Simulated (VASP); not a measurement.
# Zn (Pm-3m) in VASP: further runs

Runs on Zn. Level: PBE. Tasks: single point.

Everything below comes from runs of VASP 6.6.1. Logs are shortened: lines on timing, memory, paths and dates and some standing lists are left out, and cuts for length are marked.

## (1) The cell of the first run

Symmetry: Pm-3m, No. 221, cubic system. The conventional cell has a = 2.383 Å, b = 2.383 Å, c = 2.383 Å, α = 90.00°, β = 90.00°, γ = 90.00°. Zn (site symmetry m-3m) has 6 Zn at 2.38 Å within 3.1 Å.

This isn't the form of Zn at room conditions, which is hcp.

## (2) Single point, PBE

INCAR

```
PREC = Accurate
ENCUT = 520
EDIFF = 1E-7
ISMEAR = 0
SIGMA = 0.05
LREAL = F
LASPH = T
NELM = 80
ALGO = Normal
ISIF = 2
LWAVE = F
LCHARG = F
GGA = PE
NBANDS = 12
```

KPOINTS

```
Automatic mesh
0
Gamma
  16 16 16
```

POSCAR

```
Zn
1.0
    2.3833731006      0.0000000000      0.0000000000
    0.0000000000      2.3833731006      0.0000000000
    0.0000000000      0.0000000000      2.3833731006
Zn
1
Direct
    0.0000000000      0.0000000000      0.0000000000
```

Potentials or basis: VASP PAW PBE potentials, release 64 (Zn).

The run is started by

```sh
$ cat potpaw_PBE.64/Zn/POTCAR > POTCAR
$ mpirun -np 1 vasp_std > vasp.out
```

OUTCAR:

```text
PREC = Accurate
   ENCUT = 520
   EDIFF = 1E-7
   ISMEAR = 0
   LREAL = F
   LASPH = T
   NELM = 80
   ISIF = 2
   GGA = PE

 ion  position               nearest neighbor table
   1  0.000  0.000  0.000-

  LATTYP: Found a simple cubic cell.
 ALAT       =     2.3833731006

  Lattice vectors:

 A1 = (   2.3833731006,   0.0000000000,   0.0000000000)
 A2 = (   0.0000000000,   2.3833731006,   0.0000000000)
 A3 = (   0.0000000000,   0.0000000000,   2.3833731006)

Analysis of symmetry for initial positions (statically):
=====================================================================
 Subroutine PRICEL returns:
 Original cell was already a primitive cell.

 Routine SETGRP: Setting up the symmetry group for a
 simple cubic supercell.

 Subroutine GETGRP returns: Found 48 space group operations
 (whereof 48 operations were pure point group operations)
 out of a pool of 48 trial point group operations.

The static configuration has the point symmetry O_h .

Analysis of symmetry for dynamics (positions and initial velocities):
=====================================================================
 Subroutine PRICEL returns:
 Original cell was already a primitive cell.

 Routine SETGRP: Setting up the symmetry group for a
 simple cubic supercell.

 Subroutine GETGRP returns: Found 48 space group operations
 (whereof 48 operations were pure point group operations)
 out of a pool of 48 trial point group operations.

The dynamic configuration has the point symmetry O_h .

 Subroutine INISYM returns: Found 48 space group operations
 (whereof 48 operations are pure point group operations),
 and found     1 'primitive' translations

----------------------------------------------------------------------------------------

                                     Primitive cell

  volume of cell :      13.5387

  direct lattice vectors                    reciprocal lattice vectors
     2.383373101  0.000000000  0.000000000     0.419573419  0.000000000  0.000000000
     0.000000000  2.383373101  0.000000000     0.000000000  0.419573419  0.000000000
     0.000000000  0.000000000  2.383373101     0.000000000  0.000000000  0.419573419

  length of vectors
     2.383373101  2.383373101  2.383373101     0.419573419  0.419573419  0.419573419

  position of ions in fractional coordinates (direct lattice)
     0.000000000  0.000000000  0.000000000

  ion indices of the primitive-cell ions
   primitive index   ion index
                 1           1

----------------------------------------------------------------------------------------

 KPOINTS: Automatic mesh

Automatic generation of k-mesh.
 Grid dimensions read from file:
 generate k-points for:   16   16   16

 Generating k-lattice:

  Cartesian coordinates                     Fractional coordinates (reciprocal lattice)
     0.026223339  0.000000000  0.000000000     0.062500000  0.000000000  0.000000000
     0.000000000  0.026223339  0.000000000     0.000000000  0.062500000  0.000000000
     0.000000000  0.000000000  0.026223339     0.000000000  0.000000000  0.062500000

  Length of vectors
     0.026223339  0.026223339  0.026223339

  Shift w.r.t. Gamma in fractional coordinates (k-lattice)
     0.000000000  0.000000000  0.000000000

 Subroutine IBZKPT returns following result:
 ===========================================

 Found    165 irreducible k-points:

 Following reciprocal coordinates:
            Coordinates               Weight
  0.000000  0.000000  0.000000      1.000000
  0.062500  0.000000  0.000000      6.000000
  0.125000  0.000000  0.000000      6.000000
  0.187500  0.000000  0.000000      6.000000
  0.250000  0.000000  0.000000      6.000000
  0.312500  0.000000  0.000000      6.000000
[... 16 lines left out ...]
  0.437500  0.125000  0.000000     24.000000
  0.500000  0.125000  0.000000     12.000000
 [... further k-points ...]
   k-points           NKPTS =    165   k-points in BZ     NKDIM =    165   number of bands    NBANDS=     12
   number of dos      NEDOS =    301   number of ions     NIONS =      1
   total plane-waves  NPLWV =   5832
   dimension x,y,z NGX =    18 NGY =   18 NGZ =   18
   dimension x,y,z NGXF=    36 NGYF=   36 NGZF=   36
   ions per type =               1
   NGX,Y,Z   is equivalent  to a cutoff of  12.56, 12.56, 12.56 a.u.
   NGXF,Y,Z  is equivalent  to a cutoff of  25.11, 25.11, 25.11 a.u.
 SYSTEM =  unknown system
   PREC   = accura    normal or accurate (medium, high low for compatibility)
   ISTART =      0    job   : 0-new  1-cont  2-samecut
   ICHARG =      2    charge: 1-file 2-atom 10-const
   ISPIN  =      1    spin polarized calculation?
   LNONCOLLINEAR =      F non collinear calculations
   LSORBIT =      F    spin-orbit coupling
   LASPH  =      T    aspherical Exc in radial PAW
   ENCUT  =  520.0 eV  38.22 Ry    6.18 a.u.   4.43  4.43  4.43*2*pi/ulx,y,z
   NELM   =     80;   NELMIN=  2; NELMDL= -5     # of ELM steps
   EDIFF  = 0.1E-06   stopping-criterion for ELM
   LREAL  =      F    real-space projection
   EDIFFG = 0.1E-05   stopping-criterion for IOM
   NSW    =      0    number of steps for IOM
   IBRION =     -1    ionic relax: 0-MD 1-quasi-New 2-CG
   NFREE  =      0    steps in history (QN), initial steepest desc. (CG)
   ISIF   =      2    stress and relaxation
   ISYM   =      2    0-nonsym 1-usesym 2-fastsym
   POTIM  = 0.5000    time-step for ionic-motion
   TEBEG  =    0.0;   TEEND  =   0.0 temperature during run
   PSTRESS=    0.0 pullay stress
   NELECT =      12.0000    total number of electrons
   NUPDOWN=      -1.0000    fix difference up-down
   EMIN   =  10.00;   EMAX   =-10.00  energy-range for DOS
   EFERMI =   0.00;   METHOD = LEGACY
   ISMEAR =     0;   SIGMA  =   0.05  broadening in eV -4-tet -1-fermi 0-gaus
   EFERMI_NEDOS =   21; number of points for ismear=-14 and -15
   IALGO  =     38    algorithm
   IMIX   =      4    mixing-type and parameters
     AMIX     =   0.40;   BMIX     =  1.00
     AMIX_MAG =   1.60;   BMIX_MAG =  1.00
  volume/ion in A,a.u.               =      13.54        91.36
  Fermi-wavevector in a.u.,A,eV,Ry     =   1.572570  2.971726 33.646870  2.472975
  Thomas-Fermi vector in A             =   2.673984
   LORBIT       =      0    0 simple, 1 ext, 2 COOP (PROOUT), +10 PAW based schemes
   GGA     = PE    functional components
   LHFCALC =     F    Hartree Fock is set to
   AEXX    =    0.0000 exact exchange contribution
   IVDW    =     0    specifies the selected vdW correction
   LEPSILON=     F    determine dielectric tensor
   LRPA    =     F    only Hartree local field effects (RPA)
 non-spin polarized calculation
 Gauss-broadening in eV      SIGMA  =   0.05
  energy-cutoff  :      520.00
  volume of cell :       13.54
 maximum number of plane-waves:       384
 NGX is ok and might be reduce to    18
   NGX =  9   NGY =  9   NGZ =  9

 number of electron      12.0000031 magnetization

 Free energy of the ion-electron system (eV)
  ---------------------------------------------------
  ext. energy  EPLUGINS =         0.00000000
  ---------------------------------------------------
  free energy    TOTEN  =        -0.54849320 eV

  energy without entropy =       -0.54802238  energy(sigma->0) =       -0.54825779

 E-fermi :   3.8477     XC(G=0): -12.1020

 val. band max:        3.8253991414   @ k =   0.5000   0.2500   0.2500
 cond. band min:       3.8501984046   @ k =   0.4375   0.4375   0.1250
 fundamental gap:      0.0247992632
 Fermi energy:         3.8476826716

 k-point     1 :       0.0000    0.0000    0.0000
  band No.  band energies     occupation
      1      -7.3879      2.00000
      2      -5.2480      2.00000
      3      -5.2480      2.00000
      4      -3.3111      2.00000
      5      -3.3111      2.00000
      6      -3.3111      2.00000
      7      18.6245      0.00000
      8      18.6245      0.00000
      9      18.6245      0.00000
     10      21.7901      0.00000
     11      21.7901      0.00000
     12      25.8977      0.00000

 k-point     2 :       0.0625    0.0000    0.0000
  band No.  band energies     occupation
      1      -7.2810      2.00000
      2      -5.2396      2.00000
      3      -5.2110      2.00000
      4      -3.3341      2.00000
      5      -3.3341      2.00000
      6      -3.3092      2.00000
      7      16.8959      0.00000
      8      18.7558      0.00000
      9      18.7558      0.00000
     10      21.8581      0.00000
     11      23.1046      0.00000
     12      26.5374      0.00000

 k-point     3 :       0.1250    0.0000    0.0000
  band No.  band energies     occupation
      1      -6.9689      2.00000
      2      -5.2157      2.00000
      3      -5.0962      2.00000
      4      -3.3991      2.00000
      5      -3.3991      2.00000
      6      -3.3038      2.00000
      7      14.2142      0.00000
      8      19.1455      0.00000
      9      19.1455      0.00000
     10      22.0636      0.00000
     11      24.2060      0.00000
     12      28.7881      0.00000

 k-point     4 :       0.1875    0.0000    0.0000
  band No.  band energies     occupation
      1      -6.4873      2.00000
      2      -5.1798      2.00000
      3      -4.8815      2.00000
      4      -3.4950      2.00000
      5      -3.4950      2.00000
      6      -3.2956      2.00000
      7      11.5352      0.00000
      8      19.7808      0.00000
      9      19.7808      0.00000
     10      22.4098      0.00000
     11      24.7357      0.00000
     12      32.0167      0.00000

 k-point     5 :       0.2500    0.0000    0.0000
  band No.  band energies     occupation
      1      -5.9355      2.00000
      2      -5.1373      2.00000
      3      -4.4898      2.00000
      4      -3.6061      2.00000
      5      -3.6061      2.00000
      6      -3.2861      2.00000
      7       8.9828      0.00000
      8      20.6421      0.00000
      9      20.6421      0.00000
     10      22.9014      0.00000
     11      25.1664      0.00000
     12      33.8049      0.00000

 k-point     6 :       0.3125    0.0000    0.0000
  band No.  band energies     occupation
      1      -5.4890      2.00000
      2      -5.0945      2.00000
      3      -3.7743      2.00000
      4      -3.7151      2.00000
      5      -3.7151      2.00000
      6      -3.2765      2.00000
      7       6.5940      0.00000
      8      21.7004      0.00000
      9      21.7004      0.00000
     10      23.5417      0.00000
     11      25.6018      0.00000
     12      31.7717      0.00000

 k-point     7 :       0.3750    0.0000    0.0000
  band No.  band energies     occupation
      1      -5.2207      2.00000
      2      -5.0580      2.00000
      3      -3.8059      2.00000
      4      -3.8059      2.00000
      5      -3.2683      2.00000
      6      -2.6989      2.00000
      7       4.3925      0.00000
      8      22.9051      0.00000
      9      22.9051      0.00000
     10      24.3249      0.00000
     11      26.0267      0.00000
     12      29.9838      0.00000

 k-point     8 :       0.4375    0.0000    0.0000
  band No.  band energies     occupation
      1      -5.0806      2.00000
      2      -5.0336      2.00000
      3      -3.8658      2.00000
      4      -3.8658      2.00000
      5      -3.2629      2.00000
      6      -1.3781      2.00000
      7       2.4258      2.00000
      8      24.1171      0.00000
      9      24.1171      0.00000
     10      25.1961      0.00000
     11      26.3630      0.00000
     12      28.5052      0.00000
[... 166 lines left out ...]
 k-point    20 :       0.2500    0.1250    0.0000
  band No.  band energies     occupation
      1      -5.6003      2.00000
      2      -5.0010      2.00000
      3      -4.4782      2.00000
      4      -3.5953      2.00000
      5      -3.5833      2.00000
      6      -3.3685      2.00000
      7       9.3602      0.00000
      8      16.0803      0.00000
      9      21.1566      0.00000
     10      24.2324      0.00000
     11      28.1260      0.00000
     12      30.5785      0.00000

 k-point    21 :       0.3125    0.1250    0.0000
  band No.  band energies     occupation
      1      -5.2532      2.00000
      2      -4.9320      2.00000
      3      -4.1481      2.00000
      4      -3.7024      2.00000
      5      -3.3576      2.00000
      6      -3.2331      2.00000
      7       6.9780      0.00000
      8      17.0140      0.00000
      9      22.2152      0.00000
     10      24.7961      0.00000
     11      26.4467      0.00000
     12      30.7777      0.00000

 k-point    22 :       0.3750    0.1250    0.0000
  band No.  band energies     occupation
      1      -5.0770      2.00000
      2      -4.8431      2.00000
      3      -4.1252      2.00000
      4      -3.7917      2.00000
      5      -3.3482      2.00000
      6      -2.2235      2.00000
      7       4.7697      0.00000
      8      18.1370      0.00000
      9      23.4264      0.00000
     10      24.4037      0.00000
     11      25.6142      0.00000
     12      30.9170      0.00000

 k-point    23 :       0.4375    0.1250    0.0000
  band No.  band energies     occupation
      1      -5.0053      2.00000
      2      -4.7569      2.00000
      3      -4.1724      2.00000
      4      -3.8507      2.00000
      5      -3.3420      2.00000
      6      -0.8756      2.00000
      7       2.7695      2.00000
      8      19.4281      0.00000
      9      22.6632      0.00000
     10      24.6606      0.00000
     11      26.2175      0.00000
     12      29.5777      0.00000

 k-point    24 :       0.5000    0.1250    0.0000
  band No.  band energies     occupation
      1      -4.9859      2.00000
      2      -4.7211      2.00000
      3      -4.1955      2.00000
      4      -3.8713      2.00000
      5      -3.3398      2.00000
      6       0.3002      2.00000
      7       1.3823      2.00000
      8      20.5816      0.00000
      9      21.3450      0.00000
     10      25.3516      0.00000
     11      26.5294      0.00000
     12      28.7110      0.00000

 [... further k-points ...]
[... 5 lines left out ...]
  --------------------------------------------------------------------------------------
  -------------------------------------------------------------------------------------
  Total        2.5939619      2.5939619      2.5939619      0.0000000      0.0000000     -0.0000000
  in kB      306.9715156    306.9715156    306.9715156      0.0000000      0.0000000     -0.0000000
  external PRESSURE =     306.9715156 kB  Pullay stress =       0.0000000 kB

 VOLUME and BASIS-vectors are now :
 -----------------------------------------------------------------------------
  energy-cutoff  :      520.00
  volume of cell :       13.54
      direct lattice vectors                 reciprocal lattice vectors
     2.383373101  0.000000000  0.000000000     0.419573419  0.000000000  0.000000000
     0.000000000  2.383373101  0.000000000     0.000000000  0.419573419  0.000000000
     0.000000000  0.000000000  2.383373101     0.000000000  0.000000000  0.419573419

 POSITION                                       TOTAL-FORCE (eV/Angst)
 -----------------------------------------------------------------------------------
      0.00000      0.00000      0.00000         0.000000      0.000000      0.000000
 -----------------------------------------------------------------------------------
    total drift:                                0.000000      0.000000      0.000000

  FREE ENERGIE OF THE ION-ELECTRON SYSTEM (eV)
  ---------------------------------------------------
  free  energy   TOTEN  =        -0.5484932043 eV

  energy  without entropy=       -0.5480223842  energy(sigma->0) =       -0.54825779
```

It took 16 s on 1 thread of Intel Xeon 8259CL, shared host; peak memory 0.14 GiB.

What came out:

```
Free energy            : -0.5485 eV
Pressure               : 30.7 GPa
Band gap on the k mesh : zero (bands 6 and 7 overlap by 9.42 eV)
```

Caveat: the cell stands under pressure.

## (3) Single point, PBE

This run uses another cell than the first one, of 14.44 Å³/atom.

INCAR

```
ALGO = Normal ; EDIFF = 1E-6
ENCUT = 520 ; GGA = PE
ISIF = 2 ; ISMEAR = 0
LASPH = T ; LCHARG = F
LREAL = F ; LWAVE = F
NBANDS = 12 ; NELM = 100
PREC = Accurate ; SIGMA = 0.05
```

KPOINTS

```
k-points
0
Gamma
  16 16 16
```

POSCAR

```
Zn
1.0
    2.4350444321      0.0000000000      0.0000000000
    0.0000000000      2.4350444321      0.0000000000
    0.0000000000      0.0000000000      2.4350444321
Zn
1
Direct
    0.0000000000      0.0000000000      0.0000000000
```

Potentials or basis: VASP PAW PBE potentials, release 64 (Zn).

The run is started by

```sh
$ cat potpaw_PBE.64/Zn/POTCAR > POTCAR
$ mpirun -np 1 vasp_std > vasp.out
```

Run time: 19 s. Hardware: 1 thread of Intel Xeon 8259CL, shared host; peak memory 0.14 GiB.

It converged, with:

```
Free energy            : -0.6907 eV
Pressure               : 20.5 GPa
Band gap on the k mesh : zero (bands 6 and 7 overlap by 9.18 eV)
```

Levels at points of the mesh, in eV from the Fermi level:
```tsv
k point	band 4	band 5	band 6	band 7	band 8	band 9
(0.00, 0.00, 0.00)	-7.06	-7.06	-7.06	14.17	14.17	14.17
(0.50, 0.00, 0.00)	-7.58	-7.02	-3.86	-2.75	19.91	19.91
(0.50, 0.50, 0.00)	-7.48	-6.67	1.26	1.26	3.99	6.57
(0.50, 0.50, 0.50)	-6.64	-6.64	6.43	6.43	6.43	11.44
```

Caveat: the cell stands under pressure.
